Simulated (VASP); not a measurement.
# CuI (Cmcm) in VASP: further runs

CuI is run at these levels: PBE+D3(BJ), PBE+D4, PBE, LDA, r2SCAN+rVV10, r2SCAN; tasks: single point.

All numbers are computed with VASP 6.6.1; they aren't measurements. Logs are shortened: lines on timing, memory, paths and dates and some standing lists are left out, and cuts for length are marked.

## (1) The cell of the first run

The structure is orthorhombic, space group Cmcm (No. 63). Conventional cell: a = 6.639 Å, b = 7.006 Å, c = 4.367 Å, α = 90.00°, β = 90.00°, γ = 90.00°. Within 3.3 Å of Cu (site symmetry m2m) lie 2 Cu at 2.50 Å and 3 I at 2.59 to 2.61 Å. I (site symmetry m2m) has 3 Cu at 2.59 to 2.61 Å within 3.4 Å.

## (2) Single point, PBE+D3(BJ)

INCAR reads:

```
SYSTEM = CuI
  PREC = Accurate
  ENCUT = 520
  EDIFF = 1E-7
  ISMEAR = -1
  SIGMA = 0.02
  LREAL = .FALSE.
  LASPH = .TRUE.
  NELM = 80
  ALGO = Normal
  ISIF = 2
  LWAVE = .FALSE.
  LCHARG = .FALSE.
  GGA = PE
  IVDW = 12
  NBANDS = 26
```

KPOINTS reads:

```
regular mesh
0
G
  4 4 6
  0 0 0
```

POSCAR reads:

```
CuI
1.0
    3.3194544598     -3.5027645438      0.0000000000
    3.3194544598      3.5027645438      0.0000000000
    0.0000000000      0.0000000000      4.3673130491
Cu I
2 2
Direct
    0.4130544539      0.5869455461      0.7500000000
    0.5869455461      0.4130544539      0.2500000000
    0.7861314641      0.2138685359      0.7500000000
    0.2138685359      0.7861314641      0.2500000000
```

Potentials or basis: VASP PAW PBE potentials, release 64 (Cu, I).

On the command line:

```console
$ cat potpaw_PBE.64/Cu/POTCAR potpaw_PBE.64/I/POTCAR > POTCAR
$ mpirun -np 1 vasp_std > vasp.out
```

OUTCAR:

```text
SYSTEM = CuI
   PREC = Accurate
   ENCUT = 520
   EDIFF = 1E-7
   ISMEAR = -1
   LREAL = .FALSE.
   LASPH = .TRUE.
   NELM = 80
   ISIF = 2
   GGA = PE
   IVDW = 12
 IVDW          = 12

 ion  position               nearest neighbor table
   1  0.413  0.587  0.750-   2 2.50   2 2.50   4 2.59   4 2.59   3 2.61
   2  0.587  0.413  0.250-   1 2.50   1 2.50   3 2.59   3 2.59   4 2.61
   3  0.786  0.214  0.750-   2 2.59   2 2.59   1 2.61
   4  0.214  0.786  0.250-   1 2.59   1 2.59   2 2.61

  LATTYP: Found a base centered orthorhombic cell.
 ALAT       =     6.6389089196
 B/A-ratio  =     1.0552229549
 C/A-ratio  =     0.6578359640

  Lattice vectors:

 A1 = (   3.3194544598,  -3.5027645438,   0.0000000000)
 A2 = (   3.3194544598,   3.5027645438,   0.0000000000)
 A3 = (   0.0000000000,   0.0000000000,   4.3673130491)

Analysis of symmetry for initial positions (statically):
=====================================================================
 Subroutine PRICEL returns:
 Original cell was already a primitive cell.

 Routine SETGRP: Setting up the symmetry group for a
 base centered orthorhombic supercell.

 Subroutine GETGRP returns: Found  8 space group operations
 (whereof  4 operations were pure point group operations)
 out of a pool of  8 trial point group operations.

The static configuration has the point symmetry C_2h.
 The point group associated with its full space group is D_2h.

Analysis of symmetry for dynamics (positions and initial velocities):
=====================================================================
 Subroutine PRICEL returns:
 Original cell was already a primitive cell.

 Routine SETGRP: Setting up the symmetry group for a
 base centered orthorhombic supercell.

 Subroutine GETGRP returns: Found  8 space group operations
 (whereof  4 operations were pure point group operations)
 out of a pool of  8 trial point group operations.

The dynamic configuration has the point symmetry C_2h.
 The point group associated with its full space group is D_2h.

 Subroutine INISYM returns: Found  8 space group operations
 (whereof  4 operations are pure point group operations),
 and found     1 'primitive' translations

----------------------------------------------------------------------------------------

                                     Primitive cell

  volume of cell :     101.5598

  direct lattice vectors                    reciprocal lattice vectors
     3.319454460 -3.502764544  0.000000000     0.150627161 -0.142744393  0.000000000
     3.319454460  3.502764544  0.000000000     0.150627161  0.142744393  0.000000000
     0.000000000  0.000000000  4.367313049     0.000000000  0.000000000  0.228973739

  length of vectors
     4.825778420  4.825778420  4.367313049     0.207519887  0.207519887  0.228973739

  position of ions in fractional coordinates (direct lattice)
     0.413054454  0.586945546  0.750000000
     0.586945546  0.413054454  0.250000000
     0.786131464  0.213868536  0.750000000
     0.213868536  0.786131464  0.250000000

  ion indices of the primitive-cell ions
   primitive index   ion index
                 1           1
                 2           2
                 3           3
                 4           4

----------------------------------------------------------------------------------------

 KPOINTS: regular mesh

Automatic generation of k-mesh.
 Grid dimensions read from file:
 generate k-points for:    4    4    6

 Generating k-lattice:

  Cartesian coordinates                     Fractional coordinates (reciprocal lattice)
     0.037656790 -0.035686098  0.000000000     0.250000000  0.000000000  0.000000000
     0.037656790  0.035686098  0.000000000     0.000000000  0.250000000  0.000000000
     0.000000000  0.000000000  0.038162290     0.000000000  0.000000000  0.166666667

  Length of vectors
     0.051879972  0.051879972  0.038162290

  Shift w.r.t. Gamma in fractional coordinates (k-lattice)
     0.000000000  0.000000000  0.000000000

 Subroutine IBZKPT returns following result:
 ===========================================

 Found     28 irreducible k-points:

 Following reciprocal coordinates:
            Coordinates               Weight
  0.000000  0.000000  0.000000      1.000000
  0.250000  0.000000  0.000000      4.000000
  0.500000  0.000000  0.000000      2.000000
  0.250000  0.250000  0.000000      2.000000
  0.500000  0.250000  0.000000      4.000000
 -0.250000  0.250000  0.000000      2.000000
[... 16 lines left out ...]
  0.250000  0.000000  0.500000      4.000000
  0.500000  0.000000  0.500000      2.000000
 [... further k-points ...]
   k-points           NKPTS =     28   k-points in BZ     NKDIM =     28   number of bands    NBANDS=     26
   number of dos      NEDOS =    301   number of ions     NIONS =      4
   total plane-waves  NPLWV =  41472
   dimension x,y,z NGX =    36 NGY =   36 NGZ =   32
   dimension x,y,z NGXF=    72 NGYF=   72 NGZF=   64
   ions per type =               2   2
   NGX,Y,Z   is equivalent  to a cutoff of  12.40, 12.40, 12.18 a.u.
   NGXF,Y,Z  is equivalent  to a cutoff of  24.80, 24.80, 24.36 a.u.
 SYSTEM =  CuI
   PREC   = accura    normal or accurate (medium, high low for compatibility)
   ISTART =      0    job   : 0-new  1-cont  2-samecut
   ICHARG =      2    charge: 1-file 2-atom 10-const
   ISPIN  =      1    spin polarized calculation?
   LNONCOLLINEAR =      F non collinear calculations
   LSORBIT =      F    spin-orbit coupling
   LASPH  =      T    aspherical Exc in radial PAW
   ENCUT  =  520.0 eV  38.22 Ry    6.18 a.u.   8.97  8.97  8.12*2*pi/ulx,y,z
   NELM   =     80;   NELMIN=  2; NELMDL= -5     # of ELM steps
   EDIFF  = 0.1E-06   stopping-criterion for ELM
   LREAL  =      F    real-space projection
   EDIFFG = 0.1E-05   stopping-criterion for IOM
   NSW    =      0    number of steps for IOM
   IBRION =     -1    ionic relax: 0-MD 1-quasi-New 2-CG
   NFREE  =      0    steps in history (QN), initial steepest desc. (CG)
   ISIF   =      2    stress and relaxation
   ISYM   =      2    0-nonsym 1-usesym 2-fastsym
   POTIM  = 0.5000    time-step for ionic-motion
   TEBEG  =    0.0;   TEEND  =   0.0 temperature during run
   PSTRESS=    0.0 pullay stress
   NELECT =      36.0000    total number of electrons
   NUPDOWN=      -1.0000    fix difference up-down
   EMIN   =  10.00;   EMAX   =-10.00  energy-range for DOS
   EFERMI =   0.00;   METHOD = LEGACY
   ISMEAR =    -1;   SIGMA  =   0.02  broadening in eV -4-tet -1-fermi 0-gaus
   EFERMI_NEDOS =   21; number of points for ismear=-14 and -15
   IALGO  =     38    algorithm
   IMIX   =      4    mixing-type and parameters
     AMIX     =   0.40;   BMIX     =  1.00
     AMIX_MAG =   1.60;   BMIX_MAG =  1.00
  volume/ion in A,a.u.               =      25.39       171.34
  Fermi-wavevector in a.u.,A,eV,Ry     =   1.158604  2.189444 18.263959  1.342363
  Thomas-Fermi vector in A             =   2.295205
   LORBIT       =      0    0 simple, 1 ext, 2 COOP (PROOUT), +10 PAW based schemes
   GGA     = PE    functional components
   LHFCALC =     F    Hartree Fock is set to
   AEXX    =    0.0000 exact exchange contribution
   IVDW    =    12    specifies the selected vdW correction
   LEPSILON=     F    determine dielectric tensor
   LRPA    =     F    only Hartree local field effects (RPA)
 non-spin polarized calculation
  energy-cutoff  :      520.00
  volume of cell :      101.56
 maximum number of plane-waves:      2764
   NGX = 17   NGY = 17   NGZ = 17

 number of electron      35.9999972 magnetization

 Free energy of the ion-electron system (eV)
  ---------------------------------------------------
  ext. energy  EPLUGINS =         0.00000000
  ---------------------------------------------------
  free energy    TOTEN  =       -10.75636309 eV

  energy without entropy =      -10.75636309  energy(sigma->0) =      -10.75636309

 E-fermi :   5.9070     XC(G=0):  -9.4897

 val. band max:        5.4558982797   @ k =   0.0000   0.0000   0.0000
 cond. band min:       6.3324689062   @ k =   0.0000   0.0000   0.0000
 fundamental gap:      0.8765706265
 Fermi energy:         5.9070414537

 k-point     1 :       0.0000    0.0000    0.0000
  band No.  band energies     occupation
      1      -8.8248      2.00000
      2      -7.5913      2.00000
      3      -0.1324      2.00000
      4       1.0476      2.00000
      5       1.1000      2.00000
      6       1.3041      2.00000
[... 18 lines left out ...]
     25      13.0200      0.00000
     26      13.8913      0.00000

 k-point     2 :       0.2500    0.0000    0.0000
  band No.  band energies     occupation
      1      -8.6490      2.00000
      2      -7.7653      2.00000
      3      -0.0793      2.00000
      4       0.9612      2.00000
      5       1.0370      2.00000
      6       1.1782      2.00000
[... 18 lines left out ...]
     25      13.1763      0.00000
     26      13.7925      0.00000

 k-point     3 :       0.5000    0.0000    0.0000
  band No.  band energies     occupation
      1      -8.2752      2.00000
      2      -8.1394      2.00000
      3       0.2703      2.00000
      4       0.2754      2.00000
      5       0.9956      2.00000
      6       1.5205      2.00000
[... 18 lines left out ...]
     25      12.8036      0.00000
     26      13.0477      0.00000

 k-point     4 :       0.2500    0.2500    0.0000
  band No.  band energies     occupation
      1      -8.5132      2.00000
      2      -7.8525      2.00000
      3      -0.6697      2.00000
      4       1.2796      2.00000
      5       1.3346      2.00000
      6       1.4032      2.00000
[... 18 lines left out ...]
     25      12.8440      0.00000
     26      12.9559      0.00000
[... 496 lines left out ...]
      1      -8.0690      2.00000
      2      -8.0690      2.00000
      3       0.0326      2.00000
      4       0.0326      2.00000
      5       1.2500      2.00000
      6       1.2500      2.00000
[... 18 lines left out ...]
     25      11.7305      0.00000
     26      11.7305      0.00000

 k-point    23 :       0.2500    0.0000    0.5000
  band No.  band energies     occupation
      1      -8.0266      2.00000
      2      -8.0266      2.00000
      3      -0.3897      2.00000
      4      -0.3897      2.00000
      5       1.4205      2.00000
      6       1.4205      2.00000
[... 18 lines left out ...]
     25      13.1083      0.00000
     26      13.1083      0.00000

 k-point    24 :       0.5000    0.0000    0.5000
  band No.  band energies     occupation
      1      -7.9828      2.00000
      2      -7.9828      2.00000
      3      -0.7276      2.00000
      4      -0.7276      2.00000
      5       1.5391      2.00000
      6       1.5391      2.00000
[... 18 lines left out ...]
     25      14.0988      0.00000
     26      14.0988      0.00000

 [... further k-points ...]

------------------------ aborting loop because EDIFF is reached ----------------------------------------

 Edisp (eV)   -1.51113

 E8    (eV) :    -0.6632

  FORCE on cell =-STRESS in cart. coord.  units (eV):
  Direction    XX          YY          ZZ          XY          YZ          ZX
  --------------------------------------------------------------------------------------
  -------------------------------------------------------------------------------------
  Total       0.00752     0.06326     0.11893     0.00000     0.00000     0.00000
  in kB       0.11864     0.99792     1.87614     0.00000     0.00000     0.00000
  external pressure =        1.00 kB  Pullay stress =        0.00 kB

 VOLUME and BASIS-vectors are now :
 -----------------------------------------------------------------------------
  energy-cutoff  :      520.00
  volume of cell :      101.56
      direct lattice vectors                 reciprocal lattice vectors
     3.319454460 -3.502764544  0.000000000     0.150627161 -0.142744393  0.000000000
     3.319454460  3.502764544  0.000000000     0.150627161  0.142744393  0.000000000
     0.000000000  0.000000000  4.367313049     0.000000000  0.000000000  0.228973739

 POSITION                                       TOTAL-FORCE (eV/Angst)
 -----------------------------------------------------------------------------------
      3.31945      0.60910      3.27548         0.000000      0.012190     -0.000000
      3.31945     -0.60910      1.09183         0.000000     -0.012190     -0.000000
      3.31945     -2.00450      3.27548         0.000000     -0.008736      0.000000
      3.31945      2.00450      1.09183         0.000000      0.008736      0.000000
 -----------------------------------------------------------------------------------
    total drift:                                0.000000     -0.000000     -0.000000

  FREE ENERGIE OF THE ION-ELECTRON SYSTEM (eV)
  ---------------------------------------------------
  free  energy   TOTEN  =       -12.2674903793 eV

  energy  without entropy=      -12.2674903793  energy(sigma->0) =      -12.26749038
```

Run time: 24 s. Hardware: 1 thread of Intel Xeon 6975P-C (Granite Rapids), shared host; peak memory 0.23 GiB.

What came out:

```
Free energy                : -12.2675 eV
Pressure                   : 0.1 GPa
Largest force              : 0.012 eV/Å
Band gap on the k mesh     : 0.88 eV, direct
Dispersion energy per atom : -0.378 eV
```

Forces on the atoms (eV/Å):
```
Cu   0.000  0.012  0.000
Cu   0.000 -0.012  0.000
I    0.000 -0.009  0.000
I    0.000  0.009  0.000
```

Levels at points of the mesh, in eV from the valence-band top:
| k point | band 14 | band 15 | band 16 | band 17 | band 18 | band 19 | band 20 | band 21 | band 22 | band 23 |
| --- | --- | --- | --- | --- | --- | --- | --- | --- | --- | --- |
| (0.00, 0.00, 0.00) | -1.92 | -1.64 | -1.56 | -1.07 | 0.00 | 0.88 | 1.62 | 1.94 | 4.68 | 4.97 |
| (0.50, 0.00, 0.00) | -1.91 | -1.89 | -1.38 | -1.29 | -0.71 | 2.41 | 3.16 | 3.36 | 3.94 | 5.42 |
| (0.50, 0.50, 0.00) | -2.09 | -1.88 | -1.21 | -0.87 | -0.38 | 1.19 | 2.60 | 3.49 | 5.14 | 6.17 |
| (0.00, 0.00, 0.50) | -2.03 | -1.92 | -1.92 | -1.76 | -1.76 | 3.71 | 3.71 | 3.88 | 3.88 | 6.17 |
| (0.50, 0.00, 0.50) | -2.06 | -1.94 | -1.94 | -1.16 | -1.16 | 1.95 | 1.95 | 3.46 | 3.46 | 7.97 |
| (0.50, 0.50, 0.50) | -2.11 | -1.90 | -1.90 | -1.73 | -1.73 | 4.15 | 4.15 | 5.56 | 5.56 | 7.43 |

Caveat: spin-orbit coupling is left out, which moves the levels of the heavy elements.

(Part 1 of 3 ends here.)
